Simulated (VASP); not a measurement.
The system is CdTe.

```
CELL_PARAMETERS angstrom
0.00000 3.26786 3.26786
3.26786 0.00000 3.26786
3.26786 3.26786 0.00000
ATOMIC_POSITIONS crystal
Te 0.75000 0.75000 0.75000
Cd 0.00000 0.00000 0.00000
```

```yaml
Program: VASP 6.6.1
Task: relaxation of cell and atoms
Functional: LAK
Potentials_or_basis: VASP PAW PBE potentials, release 64 (Te, Cd)
Cutoff: 410 eV
k_mesh: 5 × 5 × 5
Occupations: gaussian, width 0.03 eV
Spin: no spin polarisation
```

At the start: pressure 3.0 GPa; volume 34.90 Å³/atom.

Q: Where does the relaxation end?

A: Over 6 steps the energy falls by 25.0 meV/atom and the volume is 37.35 Å³/atom (+7.0 %); space group F-43m (No. 216, to 0.1 Å) before and after.

Step by step:
```csv
step,energy change (eV),largest force (eV/Å),pressure (GPa),volume (Å³)
1,0.0000,0.0000,2.96,69.79
2,-0.0359,0.0000,-0.92,76.52
3,-0.0415,0.0000,0.02,74.58
4,-0.0499,0.0000,0.08,74.58
5,-0.0500,0.0000,-0.02,74.78
6,-0.0500,0.0000,0.01,74.70
```

Final structure:
```xyz
2
Lattice="0.0000 3.3427 3.3427 3.3427 0.0000 3.3427 3.3427 3.3427 0.0000" Properties=species:S:1:pos:R:3 pbc="T T T"
Te    5.0141    5.0141    5.0141
Cd    0.0000    0.0000    0.0000
```

Caveat: the PAW data sets were made with another functional, which shifts forces and pressure a little.
